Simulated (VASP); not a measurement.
Set up this calculation in VASP 6.6.1, as the native input.

```yaml
Task: electric field gradients
Functional: PBEsol
Potentials_or_basis: VASP PAW PBE potentials, release 64 (Sn_d)
Cutoff: 520 eV
k_mesh: 11 × 11 × 11
Occupations: fermi-dirac, width 0.05 eV
Spin: no spin polarisation
Dipole_correction: no
Further_INCAR_settings: ALGO = Normal; EDIFF = 1e-08; NBANDS = 21
```

The structure of Sn lies in POSCAR:

```
Sn
1.0
   -0.0649120000      3.2131440000      3.2131440000
    3.2131440000     -0.0649120000      3.2131440000
    3.2131440000      3.2131440000     -0.0649120000
Sn
2
Direct
    0.5000000000      0.5000000000      0.5000000000
    0.7500000000      0.7500000000      0.7500000000
```

This cell differs from its parent crystal: equal xy, yz and zx shear strains of -2 %.

The input as run:

INCAR

```
SYSTEM = Sn
PREC = Accurate
ENCUT = 520
EDIFF = 1E-8
ISMEAR = -1
SIGMA = 0.05
LREAL = .FALSE.
LASPH = .TRUE.
NELM = 100
ALGO = Normal
ISIF = 2
LWAVE = .FALSE.
LCHARG = .FALSE.
GGA = PS
LEFG = .TRUE.
NBANDS = 21
```

KPOINTS

```
regular mesh
0
G
  11 11 11
  0 0 0
```

Potentials or basis: VASP PAW PBE potentials, release 64 (Sn_d).

Run with:

```console
$ cat potpaw_PBE.64/Sn_d/POTCAR > POTCAR
$ mpirun -np 1 vasp_std > vasp.out
```

It gave:

* Pressure: 1.0 GPa
* Largest force: 0.348 eV/Å
* Band gap on the k mesh: zero (bands 14 and 15 overlap by 0.30 eV)
* Largest electric field gradient by atom: Sn -30.2 V/Å²

Caveat: the cell differs from its parent crystal (equal xy, yz and zx shear strains of -2 %); without QUAD_EFG the Cq values of the log hold for a quadrupole moment of 1 mb, not for the nuclei; the PAW data sets were made with another functional, which shifts forces and pressure a little; spin-orbit coupling is left out, which moves the levels of the heavy elements.

Wall time 100 s on 1 thread of AMD EPYC 9R45 96-Core Processor (Zen 5), with other jobs on the host, peak memory 0.28 GiB.
